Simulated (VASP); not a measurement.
MgB:

```xyz
2
Lattice="2.8952 0.0000 0.0000 0.0000 2.8952 0.0000 0.0000 0.0000 2.8952" Properties=species:S:1:pos:R:3 pbc="T T T"
Mg    0.0000    0.0000    0.0000
B     1.4476    1.4476    1.4476
```

| Property | Result |
| --- | --- |
| Program | VASP 6.6.1 |
| Task | relaxation of cell and atoms |
| Functional | PBEsol-based global hybrid with 25 % exact exchange |
| Potentials or basis | VASP PAW PBE potentials, release 64 (Mg, B) |
| Cutoff | 600 eV |
| k mesh | 5 × 5 × 5 |
| Occupations | fermi-dirac, width 0.05 eV |
| Spin | no spin polarisation |

At the start: pressure -2.4 GPa; volume 12.13 Å³/atom.

Problem. How do energy, volume and symmetry change on relaxing?

Solution. Over 3 steps the energy falls by 2.3 meV/atom and the volume is 11.83 Å³/atom (-2.5 %); space group Pm-3m (No. 221, to 0.1 Å) before and after.

The path:
```
step  energy change (eV)  largest force (eV/Å)  pressure (GPa)  volume (Å³)
   1              0.0000                0.0000           -2.41        24.27
   2             -0.0046                0.0000            0.16        23.63
   3             -0.0046                0.0000            0.00        23.67
```

Final structure:
```
Mg B
1.0
     2.87110    0.00000    0.00000
     0.00000    2.87110    0.00000
     0.00000    0.00000    2.87110
Mg B
1 1
Cartesian
  0.0000 0.0000 0.0000
  1.4356 1.4356 1.4356
```

Caveat: the k points lie up to 0.44 Å⁻¹ apart in the final cell, too coarse for converged energies and pressures of a metal; the PAW data sets were made with another functional, which shifts forces and pressure a little.
